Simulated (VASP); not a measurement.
Wanted: the native input for a VASP 6.6.1 run.

```
Task                   : single point
Functional             : r2SCAN
Potentials or basis    : VASP PAW PBE potentials, release 64 (K_sv, F)
Cutoff                 : 520 eV
k mesh                 : 10 × 10 × 10
Occupations            : fermi-dirac, width 0.02 eV
Spin                   : no spin polarisation
Dipole correction      : no
Further INCAR settings : ALGO = Normal; EDIFF = 1e-06; NBANDS = 15
```

The system is KF (Carobbiite).

```xyz
2
Lattice="0.0000 2.7112 2.7112 2.7112 0.0000 2.7112 2.7112 2.7112 0.0000" Properties=species:S:1:pos:R:3 pbc="T T T"
K     0.0000    0.0000    0.0000
F     2.7112    2.7112    2.7112
```

These files were run (other wordings do the same):

POSCAR

```
KF
1.0
    0.0000000000      2.7112068600      2.7112068600
    2.7112068600      0.0000000000      2.7112068600
    2.7112068600      2.7112068600      0.0000000000
K F
1 1
Direct
    0.0000000000      0.0000000000      0.0000000000
    0.5000000000      0.5000000000      0.5000000000
```

INCAR.step1

```
ALGO = Normal ; EDIFF = 1E-4
ENCUT = 520 ; GGA = PE
ISMEAR = -1 ; LASPH = T
LCHARG = F ; LREAL = F
LWAVE = T ; NBANDS = 15
NELM = 100 ; PREC = Accurate
SIGMA = 0.02
```

INCAR.step2

```
ALGO = Normal ; EDIFF = 1E-6
ENCUT = 520 ; ISIF = 2
ISMEAR = -1 ; ISTART = 1
LASPH = T ; LCHARG = F
LMIXTAU = T ; LREAL = F
LWAVE = F ; METAGGA = R2SCAN
NBANDS = 15 ; NELM = 100
PREC = Accurate ; SIGMA = 0.02
```

KPOINTS

```
k-points
0
Gamma
  10 10 10
```

Potentials or basis: VASP PAW PBE potentials, release 64 (K_sv, F).

Launch:

```bash
$ cat potpaw_PBE.64/K_sv/POTCAR potpaw_PBE.64/F/POTCAR > POTCAR
$ cp INCAR.step1 INCAR
$ mpirun -np 1 vasp_std > vasp.out
$ cp INCAR.step2 INCAR
$ mpirun -np 1 vasp_std > vasp.out
```

It gave:

```
Pressure               : -1.8 GPa
Band gap on the k mesh : 6.60 eV, direct
```

Caveat: the PAW data sets were made with another functional, which shifts forces and pressure a little.

Run time: 68 s on 1 thread of Intel(R) Xeon(R) 6975P-C (Granite Rapids) (shared host), peak memory 0.18 GiB.
